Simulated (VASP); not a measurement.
# Ce (Fm-3m) in VASP: further runs

Ce is run at these levels: LDA; tasks: single point.

Program: VASP 6.6.1. These are calculated values, not measurements. Logs are shortened: lines on timing, memory, paths and dates and some standing lists are left out, and cuts for length are marked.

## 1. The cell of the first run

The structure is cubic, space group Fm-3m (No. 225). The conventional cell has a = 5.160 Å, b = 5.160 Å, c = 5.160 Å, α = 90.00°, β = 90.00°, γ = 90.00°. Within 4.8 Å of Ce (site symmetry m-3m) lie 12 Ce at 3.65 Å.

## 2. Single point, LDA, collinear spin, ferromagnetic start

File INCAR:

```
  PREC = Accurate
  ENCUT = 520
  EDIFF = 1E-7
  ISMEAR = 0
  SIGMA = 0.05
  LREAL = False
  LASPH = True
  NELM = 150
  ALGO = Normal
  ISIF = 2
  LWAVE = False
  LCHARG = True
  ISPIN = 2
  MAGMOM = 1
  LORBIT = 11
  LMAXMIX = 6
  GGA = CA
  LELF = True
  LVHAR = True
  NBANDS = 16
```

File KPOINTS:

```
Automatic mesh
0
Gamma
  14 14 14
```

File POSCAR:

```
Ce
1.0
    0.0000000000      2.5800000000      2.5800000000
    2.5800000000      0.0000000000      2.5800000000
    2.5800000000      2.5800000000      0.0000000000
Ce
1
Direct
    0.0000000000      0.0000000000      0.0000000000
```

Potentials or basis: VASP PAW LDA potentials, release 64 (Ce).

Started as:

```sh
$ cat potpaw_LDA.64/Ce/POTCAR > POTCAR
$ mpirun -np 1 vasp_std > vasp.out
```

OUTCAR:

```text
PREC = Accurate
   ENCUT = 520
   EDIFF = 1E-7
   ISMEAR = 0
   LREAL = False
   LASPH = True
   NELM = 150
   ISIF = 2
   ISPIN = 2
   LORBIT = 11
   GGA = CA

 ion  position               nearest neighbor table
   1  0.000  0.000  0.000-

  LATTYP: Found a face centered cubic cell.
 ALAT       =     5.1600000000

  Lattice vectors:

 A1 = (   0.0000000000,   2.5800000000,   2.5800000000)
 A2 = (   2.5800000000,   0.0000000000,   2.5800000000)
 A3 = (   2.5800000000,   2.5800000000,   0.0000000000)

Analysis of symmetry for initial positions (statically):
=====================================================================
 Subroutine PRICEL returns:
 Original cell was already a primitive cell.

 Routine SETGRP: Setting up the symmetry group for a
 face centered cubic supercell.

 Subroutine GETGRP returns: Found 48 space group operations
 (whereof 48 operations were pure point group operations)
 out of a pool of 48 trial point group operations.

The static configuration has the point symmetry O_h .

Analysis of symmetry for dynamics (positions and initial velocities):
=====================================================================
 Subroutine PRICEL returns:
 Original cell was already a primitive cell.

 Routine SETGRP: Setting up the symmetry group for a
 face centered cubic supercell.

 Subroutine GETGRP returns: Found 48 space group operations
 (whereof 48 operations were pure point group operations)
 out of a pool of 48 trial point group operations.

The dynamic configuration has the point symmetry O_h .

Analysis of structural, dynamic, and magnetic symmetry:
=====================================================================
 Subroutine PRICEL returns:
 Original cell was already a primitive cell.

 Routine SETGRP: Setting up the symmetry group for a
 face centered cubic supercell.

 Subroutine GETGRP returns: Found 48 space group operations
 (whereof 48 operations were pure point group operations)
 out of a pool of 48 trial point group operations.

The overall configuration has the point symmetry O_h .

 Subroutine INISYM returns: Found 48 space group operations
 (whereof 48 operations are pure point group operations),
 and found     1 'primitive' translations

----------------------------------------------------------------------------------------

                                     Primitive cell

  volume of cell :      34.3470

  direct lattice vectors                    reciprocal lattice vectors
     0.000000000  2.580000000  2.580000000    -0.193798450  0.193798450  0.193798450
     2.580000000  0.000000000  2.580000000     0.193798450 -0.193798450  0.193798450
     2.580000000  2.580000000  0.000000000     0.193798450  0.193798450 -0.193798450

  length of vectors
     3.648670991  3.648670991  3.648670991     0.335668761  0.335668761  0.335668761

  position of ions in fractional coordinates (direct lattice)
     0.000000000  0.000000000  0.000000000

  ion indices of the primitive-cell ions
   primitive index   ion index
                 1           1

----------------------------------------------------------------------------------------

 KPOINTS: Automatic mesh

Automatic generation of k-mesh.
 Grid dimensions read from file:
 generate k-points for:   14   14   14

 Generating k-lattice:

  Cartesian coordinates                     Fractional coordinates (reciprocal lattice)
    -0.013842746  0.013842746  0.013842746     0.071428571  0.000000000  0.000000000
     0.013842746 -0.013842746  0.013842746     0.000000000  0.071428571  0.000000000
     0.013842746  0.013842746 -0.013842746     0.000000000  0.000000000  0.071428571

  Length of vectors
     0.023976340  0.023976340  0.023976340

  Shift w.r.t. Gamma in fractional coordinates (k-lattice)
     0.000000000  0.000000000  0.000000000

 Subroutine IBZKPT returns following result:
 ===========================================

 Found    104 irreducible k-points:

 Following reciprocal coordinates:
            Coordinates               Weight
  0.000000  0.000000  0.000000      1.000000
  0.071429  0.000000  0.000000      8.000000
  0.142857  0.000000  0.000000      8.000000
  0.214286  0.000000  0.000000      8.000000
  0.285714  0.000000  0.000000      8.000000
  0.357143  0.000000  0.000000      8.000000
[... 16 lines left out ...]
  0.214286  0.142857  0.000000     24.000000
  0.285714  0.142857  0.000000     24.000000
 [... further k-points ...]
   k-points           NKPTS =    104   k-points in BZ     NKDIM =    104   number of bands    NBANDS=     16
   number of dos      NEDOS =    301   number of ions     NIONS =      1
   total plane-waves  NPLWV =  21952
   dimension x,y,z NGX =    28 NGY =   28 NGZ =   28
   dimension x,y,z NGXF=    56 NGYF=   56 NGZF=   56
   ions per type =               1
   NGX,Y,Z   is equivalent  to a cutoff of  12.76, 12.76, 12.76 a.u.
   NGXF,Y,Z  is equivalent  to a cutoff of  25.52, 25.52, 25.52 a.u.
 SYSTEM =  unknown system
   PREC   = accura    normal or accurate (medium, high low for compatibility)
   ISTART =      0    job   : 0-new  1-cont  2-samecut
   ICHARG =      2    charge: 1-file 2-atom 10-const
   ISPIN  =      2    spin polarized calculation?
   LNONCOLLINEAR =      F non collinear calculations
   LSORBIT =      F    spin-orbit coupling
   LASPH  =      T    aspherical Exc in radial PAW
   ENCUT  =  520.0 eV  38.22 Ry    6.18 a.u.   6.78  6.78  6.78*2*pi/ulx,y,z
   NELM   =    150;   NELMIN=  2; NELMDL= -5     # of ELM steps
   EDIFF  = 0.1E-06   stopping-criterion for ELM
   LREAL  =      F    real-space projection
   EDIFFG = 0.1E-05   stopping-criterion for IOM
   NSW    =      0    number of steps for IOM
   IBRION =     -1    ionic relax: 0-MD 1-quasi-New 2-CG
   NFREE  =      0    steps in history (QN), initial steepest desc. (CG)
   ISIF   =      2    stress and relaxation
   ISYM   =      2    0-nonsym 1-usesym 2-fastsym
   POTIM  = 0.5000    time-step for ionic-motion
   TEBEG  =    0.0;   TEEND  =   0.0 temperature during run
   PSTRESS=    0.0 pullay stress
   NELECT =      12.0000    total number of electrons
   NUPDOWN=      -1.0000    fix difference up-down
   EMIN   =  10.00;   EMAX   =-10.00  energy-range for DOS
   EFERMI =   0.00;   METHOD = LEGACY
   ISMEAR =     0;   SIGMA  =   0.05  broadening in eV -4-tet -1-fermi 0-gaus
   EFERMI_NEDOS =   21; number of points for ismear=-14 and -15
   IALGO  =     38    algorithm
   IMIX   =      4    mixing-type and parameters
     AMIX     =   0.40;   BMIX     =  1.00
     AMIX_MAG =   1.60;   BMIX_MAG =  1.00
  volume/ion in A,a.u.               =      34.35       231.79
  Fermi-wavevector in a.u.,A,eV,Ry     =   1.153025  2.178902 18.088505  1.329468
  Thomas-Fermi vector in A             =   2.289672
   LORBIT       =     11    0 simple, 1 ext, 2 COOP (PROOUT), +10 PAW based schemes
   GGA     = CA    functional components
   LHFCALC =     F    Hartree Fock is set to
   AEXX    =    0.0000 exact exchange contribution
   IVDW    =     0    specifies the selected vdW correction
   LEPSILON=     F    determine dielectric tensor
   LRPA    =     F    only Hartree local field effects (RPA)
 spin polarized calculation
 Gauss-broadening in eV      SIGMA  =   0.05
  energy-cutoff  :      520.00
  volume of cell :       34.35
 maximum number of plane-waves:       944
   NGX = 13   NGY = 13   NGZ = 13

 number of electron      12.0000000 magnetization       0.0007291

 Free energy of the ion-electron system (eV)
  ---------------------------------------------------
  ext. energy  EPLUGINS =         0.00000000
  ---------------------------------------------------
  free energy    TOTEN  =        -6.40792751 eV

  energy without entropy =       -6.40266735  energy(sigma->0) =       -6.40529743

 E-fermi :   6.5057     XC(G=0): -10.2807

 val. band max:        6.4997219704   @ k =  -0.3571   0.3571   0.0714
 cond. band min:       6.5110192272   @ k =   0.5000   0.0000   0.0000
 fundamental gap:      0.0112972568
 Fermi energy:         6.5056562507

 spin component 1

 k-point     1 :       0.0000    0.0000    0.0000
  band No.  band energies     occupation
      1     -27.9533      1.00000
      2     -10.0020      1.00000
      3     -10.0020      1.00000
      4     -10.0020      1.00000
      5       3.2951      1.00000
      6       6.4814      0.75354
[... 8 lines left out ...]
     15       8.1808      0.00000
     16      10.6930      0.00000

 k-point     2 :       0.0714    0.0000    0.0000
  band No.  band energies     occupation
      1     -27.9432      1.00000
      2     -10.0840      1.00000
      3     -10.0115      1.00000
      4     -10.0115      1.00000
      5       3.4578      1.00000
      6       6.4540      0.92803
[... 8 lines left out ...]
     15       8.2998      0.00000
     16      10.6234      0.00000
[... 387 lines left out ...]
      5       4.5505      1.00000
      6       6.2162      1.00000
[... 8 lines left out ...]
     15       9.1676      0.00000
     16       9.6953      0.00000

 k-point    24 :       0.2857    0.1429    0.0000
  band No.  band energies     occupation
      1     -27.8328      1.00000
      2     -10.7628      1.00000
      3     -10.2018      1.00000
      4     -10.1880      1.00000
      5       5.0322      1.00000
      6       6.2174      1.00000
[... 8 lines left out ...]
     15       9.2483      0.00000
     16      10.3644      0.00000

 [... further k-points ...]

 spin component 2

 k-point     1 :       0.0000    0.0000    0.0000
  band No.  band energies     occupation
      1     -27.9530      1.00000
      2     -10.0018      1.00000
      3     -10.0018      1.00000
      4     -10.0018      1.00000
      5       3.2952      1.00000
      6       6.4818      0.75009
[... 8 lines left out ...]
     15       8.1809      0.00000
     16      10.6931      0.00000

 k-point     2 :       0.0714    0.0000    0.0000
  band No.  band energies     occupation
      1     -27.9430      1.00000
      2     -10.0838      1.00000
      3     -10.0113      1.00000
      4     -10.0113      1.00000
      5       3.4579      1.00000
      6       6.4544      0.92657
[... 8 lines left out ...]
     15       8.2999      0.00000
     16      10.6236      0.00000
[... 387 lines left out ...]
      5       4.5506      1.00000
      6       6.2165      1.00000
[... 8 lines left out ...]
     15       9.1678      0.00000
     16       9.6955      0.00000

 k-point    24 :       0.2857    0.1429    0.0000
  band No.  band energies     occupation
      1     -27.8325      1.00000
      2     -10.7626      1.00000
      3     -10.2015      1.00000
      4     -10.1878      1.00000
      5       5.0323      1.00000
      6       6.2176      1.00000
[... 8 lines left out ...]
     15       9.2484      0.00000
     16      10.3645      0.00000

 [... further k-points ...]
[... 5 lines left out ...]
  --------------------------------------------------------------------------------------
  -------------------------------------------------------------------------------------
  Total       -2.1512213     -2.1512213     -2.1512213      0.0000000     -0.0000000      0.0000000
  in kB     -100.3475012   -100.3475012   -100.3475012      0.0000000     -0.0000000      0.0000000
  external PRESSURE =    -100.3475012 kB  Pullay stress =       0.0000000 kB

 VOLUME and BASIS-vectors are now :
 -----------------------------------------------------------------------------
  energy-cutoff  :      520.00
  volume of cell :       34.35
      direct lattice vectors                 reciprocal lattice vectors
     0.000000000  2.580000000  2.580000000    -0.193798450  0.193798450  0.193798450
     2.580000000  0.000000000  2.580000000     0.193798450 -0.193798450  0.193798450
     2.580000000  2.580000000  0.000000000     0.193798450  0.193798450 -0.193798450

 POSITION                                       TOTAL-FORCE (eV/Angst)
 -----------------------------------------------------------------------------------
      0.00000      0.00000      0.00000         0.000000      0.000000      0.000000
 -----------------------------------------------------------------------------------
    total drift:                                0.000000     -0.000000     -0.000000

  FREE ENERGIE OF THE ION-ELECTRON SYSTEM (eV)
  ---------------------------------------------------
  free  energy   TOTEN  =        -6.4079275078 eV

  energy  without entropy=       -6.4026673544  energy(sigma->0) =       -6.40529743

 total charge

# of ion       s       p       d       f       tot
--------------------------------------------------
    1        2.090   5.597   0.954   1.029   9.670

 magnetization (x)

# of ion       s       p       d       f       tot
--------------------------------------------------
    1       -0.000   0.000   0.000   0.001   0.001
```

Wall time 95 s (1 thread of Intel Xeon 6975P-C (Granite Rapids), shared host); peak memory 0.23 GiB.

What came out:

| Item | Value |
| --- | --- |
| Free energy | -6.4079 eV |
| Pressure | -10.0 GPa |
| Band gap on the k mesh | zero (filled and empty bands overlap) |
| Net moment | 0.00 μB per cell |
| Valence electrons inside the program's atomic spheres | Ce 9.67 |

Caveat: the magnetic or orbital state may not be the lowest; spin-orbit coupling is left out, which moves the levels of the heavy elements. The state reached can hang on the start; a lower one may exist.

[end of part 1 of 2]
